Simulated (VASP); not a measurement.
# AgO2 (C2/m) in VASP: notebook, part 2 of 2

VASP 6.6.1. Earlier steps stand in the parts before.

### 4 Single point, PBE, collinear spin

INCAR

```
SYSTEM = AgO2
PREC = Accurate
ENCUT = 520
EDIFF = 1E-7
ISMEAR = 0
SIGMA = 0.1
LREAL = .False.
LASPH = .True.
NELM = 150
ALGO = Normal
ISIF = 2
LWAVE = .False.
LCHARG = .True.
ISPIN = 2
MAGMOM = 1 0 0
LORBIT = 11
LMAXMIX = 4
GGA = PE
LELF = .True.
LVHAR = .True.
NBANDS = 22
```

KPOINTS

```
Automatic mesh
0
Gamma
  6 6 6
  0 0 0
```

POSCAR

```
AgO2
1.0
    3.1270253464     -1.8107650974      0.0000000000
    3.1270253464      1.8107650974      0.0000000000
   -2.2226755360      0.0000000000      3.6071343975
Ag O
1 2
Direct
    0.5000000000      0.5000000000      0.5000000000
    0.0664167288      0.0664167288      0.1921636889
    0.9335832712      0.9335832712      0.8078363111
```

Potentials or basis: VASP PAW PBE potentials, release 64 (Ag, O).

On the command line:

```bash
cat potpaw_PBE.64/Ag/POTCAR potpaw_PBE.64/O/POTCAR > POTCAR
mpirun -np 1 vasp_std > vasp.out
```

OUTCAR:

```text
SYSTEM = AgO2
   PREC = Accurate
   ENCUT = 520
   EDIFF = 1E-7
   ISMEAR = 0
   LREAL = .False.
   LASPH = .True.
   NELM = 150
   ISIF = 2
   ISPIN = 2
   LORBIT = 11
   GGA = PE

 ion  position               nearest neighbor table
   1  0.500  0.500  0.500-   2 2.31   3 2.31   2 2.39   2 2.39   3 2.39   3 2.39
   2  0.066  0.066  0.192-   3 1.39   1 2.31   1 2.39   1 2.39
   3  0.934  0.934  0.808-   2 1.39   1 2.31   1 2.39   1 2.39

  LATTYP: Found a base centered monoclinic cell.
 ALAT       =     6.2540506928
 B/A-ratio  =     0.5790695299
 C/A-ratio  =     0.6774721639
 COS(beta)  =    -0.5245938764

  Lattice vectors:

 A1 = (   3.1270253464,  -1.8107650974,   0.0000000000)
 A2 = (   3.1270253464,   1.8107650974,   0.0000000000)
 A3 = (  -2.2226755360,   0.0000000000,   3.6071343975)

Analysis of symmetry for initial positions (statically):
=====================================================================
 Subroutine PRICEL returns:
 Original cell was already a primitive cell.

 Routine SETGRP: Setting up the symmetry group for a
 base centered monoclinic supercell.

 Subroutine GETGRP returns: Found  4 space group operations
 (whereof  4 operations were pure point group operations)
 out of a pool of  4 trial point group operations.

The static configuration has the point symmetry C_2h.

Analysis of symmetry for dynamics (positions and initial velocities):
=====================================================================
 Subroutine PRICEL returns:
 Original cell was already a primitive cell.

 Routine SETGRP: Setting up the symmetry group for a
 base centered monoclinic supercell.

 Subroutine GETGRP returns: Found  4 space group operations
 (whereof  4 operations were pure point group operations)
 out of a pool of  4 trial point group operations.

The dynamic configuration has the point symmetry C_2h.

Analysis of structural, dynamic, and magnetic symmetry:
=====================================================================
 Subroutine PRICEL returns:
 Original cell was already a primitive cell.

 Routine SETGRP: Setting up the symmetry group for a
 base centered monoclinic supercell.

 Subroutine GETGRP returns: Found  4 space group operations
 (whereof  4 operations were pure point group operations)
 out of a pool of  4 trial point group operations.

The overall configuration has the point symmetry C_2h.

 Subroutine INISYM returns: Found  4 space group operations
 (whereof  4 operations are pure point group operations),
 and found     1 'primitive' translations

----------------------------------------------------------------------------------------

                                     Primitive cell

  volume of cell :      40.8494

  direct lattice vectors                    reciprocal lattice vectors
     3.127025346 -1.810765097  0.000000000     0.159896369 -0.276126374  0.098526340
     3.127025346  1.810765097  0.000000000     0.159896369  0.276126374  0.098526340
    -2.222675536  0.000000000  3.607134397     0.000000000  0.000000000  0.277228373

[... 77 lines left out ...]
   ISTART =      0    job   : 0-new  1-cont  2-samecut
   ICHARG =      2    charge: 1-file 2-atom 10-const
   ISPIN  =      2    spin polarized calculation?
   LNONCOLLINEAR =      F non collinear calculations
   LSORBIT =      F    spin-orbit coupling
   LASPH  =      T    aspherical Exc in radial PAW
   ENCUT  =  520.0 eV  38.22 Ry    6.18 a.u.   6.72  6.72  7.88*2*pi/ulx,y,z
   NELM   =    150;   NELMIN=  2; NELMDL= -5     # of ELM steps
   EDIFF  = 0.1E-06   stopping-criterion for ELM
   LREAL  =      F    real-space projection
   EDIFFG = 0.1E-05   stopping-criterion for IOM
   NSW    =      0    number of steps for IOM
   IBRION =     -1    ionic relax: 0-MD 1-quasi-New 2-CG
   NFREE  =      0    steps in history (QN), initial steepest desc. (CG)
   ISIF   =      2    stress and relaxation
   ISYM   =      2    0-nonsym 1-usesym 2-fastsym
   POTIM  = 0.5000    time-step for ionic-motion
   TEBEG  =    0.0;   TEEND  =   0.0 temperature during run
   PSTRESS=    0.0 pullay stress
   NELECT =      23.0000    total number of electrons
   NUPDOWN=      -1.0000    fix difference up-down
   EMIN   =  10.00;   EMAX   =-10.00  energy-range for DOS
   EFERMI =   0.00;   METHOD = LEGACY
   ISMEAR =     0;   SIGMA  =   0.10  broadening in eV -4-tet -1-fermi 0-gaus
   EFERMI_NEDOS =   21; number of points for ismear=-14 and -15
   IALGO  =     38    algorithm
   IMIX   =      4    mixing-type and parameters
     AMIX     =   0.40;   BMIX     =  1.00
     AMIX_MAG =   1.60;   BMIX_MAG =  1.00
  volume/ion in A,a.u.               =      13.62        91.89
  Fermi-wavevector in a.u.,A,eV,Ry     =   1.351830  2.554589 24.863899  1.827445
  Thomas-Fermi vector in A             =   2.479219
   LORBIT       =     11    0 simple, 1 ext, 2 COOP (PROOUT), +10 PAW based schemes
   GGA     = PE    functional components
   LHFCALC =     F    Hartree Fock is set to
   AEXX    =    0.0000 exact exchange contribution
   IVDW    =     0    specifies the selected vdW correction
   LEPSILON=     F    determine dielectric tensor
   LRPA    =     F    only Hartree local field effects (RPA)
 spin polarized calculation
 Gauss-broadening in eV      SIGMA  =   0.10
  energy-cutoff  :      520.00
  volume of cell :       40.85
 maximum number of plane-waves:      1113
   NGX = 13   NGY = 13   NGZ = 15

 number of electron      23.0000001 magnetization       0.0004645

 number of electron      23.0000001 magnetization      -0.0000386

 Free energy of the ion-electron system (eV)
  ---------------------------------------------------
  ext. energy  EPLUGINS =         0.00000000
  ---------------------------------------------------
  free energy    TOTEN  =       -12.53944118 eV

  energy without entropy =      -12.52950098  energy(sigma->0) =      -12.53447108

 E-fermi :   3.7712     XC(G=0): -10.2606

 val. band max:        3.7693054441   @ k =   0.1667   0.1667   0.0000
 cond. band min:       3.7719908854   @ k =  -0.1667   0.1667   0.3333
 fundamental gap:      0.0026854414
 Fermi energy:         3.7712281035

 spin component 1

 k-point     1 :       0.0000    0.0000    0.0000
  band No.  band energies     occupation
      1     -19.4865      1.00000
      2     -11.2643      1.00000
      3      -4.7311      1.00000
      4      -1.5454      1.00000
      5      -1.4154      1.00000
      6      -0.8224      1.00000
[... 589 lines left out ...]
     21      23.6356      0.00000
     22      24.0986      0.00000

 [... further k-points ...]

 spin component 2

 k-point     1 :       0.0000    0.0000    0.0000
  band No.  band energies     occupation
      1     -19.4865      1.00000
      2     -11.2644      1.00000
      3      -4.7312      1.00000
      4      -1.5455      1.00000
      5      -1.4154      1.00000
      6      -0.8224      1.00000
[... 589 lines left out ...]
     21      23.6357      0.00000
     22      24.0986      0.00000

 [... further k-points ...]

------------------------ aborting loop because EDIFF is reached ----------------------------------------

  FORCE on cell =-STRESS in cart. coord.  units (eV):
  Direction    XX          YY          ZZ          XY          YZ          ZX
  --------------------------------------------------------------------------------------
  -------------------------------------------------------------------------------------
  Total       -0.1509787     -0.2111418      0.2349080      0.0000000      0.0000000      0.0717437
  in kB       -5.9216175     -8.2813068      9.2134571      0.0000000      0.0000000      2.8139008
  external PRESSURE =      -1.6631557 kB  Pullay stress =       0.0000000 kB

 VOLUME and BASIS-vectors are now :
 -----------------------------------------------------------------------------
  energy-cutoff  :      520.00
  volume of cell :       40.85
      direct lattice vectors                 reciprocal lattice vectors
     3.127025346 -1.810765097  0.000000000     0.159896369 -0.276126374  0.098526340
     3.127025346  1.810765097  0.000000000     0.159896369  0.276126374  0.098526340
    -2.222675536  0.000000000  3.607134397     0.000000000  0.000000000  0.277228373

 POSITION                                       TOTAL-FORCE (eV/Angst)
 -----------------------------------------------------------------------------------
      2.01569      0.00000      1.80357         0.000000      0.000000      0.000000
     -0.01174      0.00000      0.69316        -0.038439     -0.000000      0.266476
      4.04312      0.00000      2.91397         0.038439     -0.000000     -0.266476
 -----------------------------------------------------------------------------------
    total drift:                                0.000000      0.000000      0.000000

  FREE ENERGIE OF THE ION-ELECTRON SYSTEM (eV)
  ---------------------------------------------------
  free  energy   TOTEN  =       -12.5394411837 eV

  energy  without entropy=      -12.5295009759  energy(sigma->0) =      -12.53447108

 total charge

# of ion       s       p       d       tot
------------------------------------------
    1        0.243   0.194   9.224   9.660
    2        1.588   3.285   0.000   4.873
    3        1.588   3.285   0.000   4.873
--------------------------------------------------
tot          3.419   6.763   9.224  19.406

 magnetization (x)

# of ion       s       p       d       tot
------------------------------------------
    1        0.000   0.000  -0.000  -0.000
    2       -0.000  -0.000   0.000  -0.000
    3       -0.000  -0.000   0.000  -0.000
--------------------------------------------------
tot         -0.000  -0.000  -0.000  -0.000
```

stdout:

```text
POSCAR found type information on POSCAR AgO
 POSCAR found :  2 types and       3 ions
 scaLAPACK will be used
 LDA part: xc-table for (Slater+PW92), standard interpolation
 POSCAR, INCAR and KPOINTS ok, starting setup
 FFT: planning ... GRIDC
 FFT: planning ... GRID_SOFT
 FFT: planning ... GRID
 WAVECAR not read
 entering main loop
```

It took 2.7 min on 1 thread of Oxide Virtual Turin-like, shared host; peak memory 0.21 GiB.

What came out:

```yaml
Free_energy: -12.5394 eV
Pressure: -0.2 GPa
Largest_force: 0.269 eV/Å
Net_moment: 0.00 μB per cell
Valence_electrons_inside_the_program's_atomic_spheres: Ag 9.66; O 4.87
```

Forces on the atoms (eV/Å):
```
Ag   0.000  0.000  0.000
O   -0.038  0.000  0.266
O    0.038  0.000 -0.266
```

Levels at points of the mesh, in eV from the Fermi level:
Spin up:
| k point | band 8 | band 9 | band 10 | band 11 | band 12 | band 13 | band 14 | band 15 | band 16 | band 17 |
| --- | --- | --- | --- | --- | --- | --- | --- | --- | --- | --- |
| (0.00, 0.00, 0.00) | -3.22 | -3.20 | -3.13 | 0.65 | 0.81 | 2.15 | 5.50 | 10.74 | 13.42 | 13.79 |
| (0.50, 0.00, 0.00) | -2.92 | -2.51 | -1.67 | -1.65 | -1.45 | 4.67 | 6.40 | 6.53 | 10.80 | 12.39 |
| (0.50, 0.50, 0.00) | -2.97 | -2.91 | -2.44 | -1.54 | 0.56 | 3.94 | 6.12 | 8.00 | 10.53 | 10.56 |
| (0.00, 0.00, 0.50) | -3.10 | -1.77 | -1.60 | -0.97 | -0.80 | 2.08 | 3.52 | 7.38 | 11.18 | 11.56 |
| (0.50, 0.00, 0.50) | -2.97 | -2.90 | -2.29 | -1.57 | 0.71 | 3.94 | 5.92 | 8.01 | 10.49 | 10.98 |
| (0.50, 0.50, 0.50) | -2.95 | -2.44 | -1.83 | -1.62 | -1.48 | 4.76 | 6.35 | 6.49 | 11.43 | 12.71 |
Spin down:
```tsv
k point	band 9	band 10	band 11	band 12	band 13	band 14	band 15	band 16
(0.00, 0.00, 0.00)	-3.20	-3.13	0.65	0.81	2.15	5.50	10.74	13.42
(0.50, 0.00, 0.00)	-2.51	-1.67	-1.65	-1.45	4.67	6.40	6.52	10.80
(0.50, 0.50, 0.00)	-2.91	-2.44	-1.54	0.56	3.94	6.12	8.00	10.53
(0.00, 0.00, 0.50)	-1.77	-1.60	-0.97	-0.80	2.08	3.52	7.38	11.18
(0.50, 0.00, 0.50)	-2.90	-2.29	-1.57	0.71	3.94	5.92	8.01	10.49
(0.50, 0.50, 0.50)	-2.44	-1.83	-1.62	-1.48	4.76	6.35	6.49	11.43
```

### 5 Single point, PBE

This run uses another cell than the first one, of 13.53 Å³/atom.

INCAR

```
SYSTEM = AgO2
ALGO     = Normal         ! electronic algorithm
EDIFF    = 1E-6           ! SCF threshold, eV
ENCUT    = 520            ! plane-wave cutoff, eV
GGA      = PE             ! functional
ISIF     = 2              ! what is computed and relaxed
ISMEAR   = 0              ! smearing method
LASPH    = .True.         ! aspherical terms in the spheres
LCHARG   = .False.        ! write CHGCAR
LREAL    = .False.        ! projectors in reciprocal space
LWAVE    = .False.        ! write WAVECAR
NBANDS   = 18             ! bands
NELM     = 60             ! most SCF steps
PREC     = Accurate       ! precision mode
SIGMA    = 0.1            ! smearing width, eV
```

KPOINTS

```
k-points
0
Gamma
  12 12 10
  0 0 0
```

POSCAR

```
AgO2
1.0
    3.1219966123     -1.8029077302      0.0565243323
    3.1219966123      1.8029077302      0.0565243323
   -2.1538983168      0.0000000000      3.5678368119
Ag O
1 2
Direct
    0.5000000000      0.5000000000      0.5000000000
    0.0641160102      0.0641160102      0.1921618121
    0.9358839898      0.9358839898      0.8078381879
```

Potentials or basis: VASP PAW PBE potentials, release 64 (Ag, O).

On the command line:

```bash
cat potpaw_PBE.64/Ag/POTCAR potpaw_PBE.64/O/POTCAR > POTCAR
mpirun -np 1 vasp_std > vasp.out
```

OUTCAR:

```text
SYSTEM = AgO2
   EDIFF = 1E-6
   ENCUT = 520
   GGA = PE
   ISIF = 2
   ISMEAR = 0
   LASPH = .True.
   LREAL = .False.
   NELM = 60
   PREC = Accurate

 ion  position               nearest neighbor table
   1  0.500  0.500  0.500-   2 2.36   3 2.36   2 2.36   2 2.36   3 2.36   3 2.36
   2  0.064  0.064  0.192-   3 1.39   1 2.36   1 2.36   1 2.36
   3  0.936  0.936  0.808-   2 1.39   1 2.36   1 2.36   1 2.36

  LATTYP: Found a base centered monoclinic cell.
 ALAT       =     6.2450165244
[... 700 lines left out ...]

  FORCE on cell =-STRESS in cart. coord.  units (eV):
  Direction    XX          YY          ZZ          XY          YZ          ZX
  --------------------------------------------------------------------------------------
  -------------------------------------------------------------------------------------
  Total       -0.0892283     -0.0926997      0.3565616      0.0000000      0.0000000      0.0004329
  in kB       -3.5208815     -3.6578591     14.0696463      0.0000000      0.0000000      0.0170828
  external PRESSURE =       2.2969686 kB  Pullay stress =       0.0000000 kB

 VOLUME and BASIS-vectors are now :
 -----------------------------------------------------------------------------
  energy-cutoff  :      520.00
  volume of cell :       40.60
      direct lattice vectors                 reciprocal lattice vectors
     3.121996612 -1.802907730  0.056524332     0.158422353 -0.277329778  0.095639363
     3.121996612  1.802907730  0.056524332     0.158422353  0.277329778  0.095639363
    -2.153898317  0.000000000  3.567836812    -0.005019690  0.000000000  0.277251497

 POSITION                                       TOTAL-FORCE (eV/Angst)
 -----------------------------------------------------------------------------------
      2.04505      0.00000      1.84044         0.000000      0.000000      0.000000
     -0.01356      0.00000      0.69285        -0.006275     -0.000000      0.303103
      4.10365      0.00000      2.98804         0.006275     -0.000000     -0.303103
 -----------------------------------------------------------------------------------
    total drift:                               -0.000000      0.000000      0.000000

  FREE ENERGIE OF THE ION-ELECTRON SYSTEM (eV)
  ---------------------------------------------------
  free  energy   TOTEN  =       -12.5433804848 eV

  energy  without entropy=      -12.5365899054  energy(sigma->0) =      -12.53998520
```

stdout:

```text
POSCAR found type information on POSCAR AgO
 POSCAR found :  2 types and       3 ions
 scaLAPACK will be used
 LDA part: xc-table for (Slater+PW92), standard interpolation
 POSCAR, INCAR and KPOINTS ok, starting setup
 FFT: planning ... GRIDC
 FFT: planning ... GRID_SOFT
 FFT: planning ... GRID
 WAVECAR not read
 entering main loop
```

Run time: 4.7 min. Hardware: 1 thread of Oxide Virtual Turin-like, shared host; peak memory 0.35 GiB.

Results:

```
Free energy            : -12.5434 eV
Pressure               : 0.2 GPa
Largest force          : 0.303 eV/Å
Band gap on the k mesh : zero (an odd number of electrons rules out a gap without spin polarisation)
```

Forces on the atoms (eV/Å):
```
Ag   0.000  0.000  0.000
O   -0.006  0.000  0.303
O    0.006  0.000 -0.303
```

Stress tensor (GPa, compression positive):
```
-0.35  0.00  0.00
 0.00 -0.37  0.00
 0.00  0.00  1.41
```

Caveat: an odd number of electrons without spin polarisation forces a metal; a magnetic or distorted state may lie lower.

### 6 The runs side by side

```tsv
task	spin	cell	k mesh	cutoff (eV)	gap on the mesh (eV)	pressure (GPa)	largest force (eV/Å)
relaxation of cell and atoms	off	relaxed from a = 3.613, b = 3.613, c = 4.237 Å, angles 117.0, 117.0, 60.1°, 3 atoms, atomic positions A	12 × 12 × 10	600	none	0.0	0.01
single point	collinear	a = 3.613, b = 3.613, c = 4.237 Å, angles 117.0, 117.0, 60.1°, 3 atoms, atomic positions A	6 × 6 × 6	520	none	-0.2	0.27
single point	off	a = 3.606, b = 3.606, c = 4.168 Å, angles 115.7, 115.7, 60.0°, 3 atoms, atomic positions B	12 × 12 × 10	520	none	0.2	0.30
```

Alike in all rows: level PBE; potentials or basis VASP PAW PBE potentials, release 64 (Ag, O); smearing gaussian 0.1 eV.

Caveats: an odd number of electrons without spin polarisation forces a metal (at least some runs); a magnetic or distorted state may lie lower (at least some runs).

Total energies depend on the potentials used, so only differences within one code and one set of settings carry meaning.
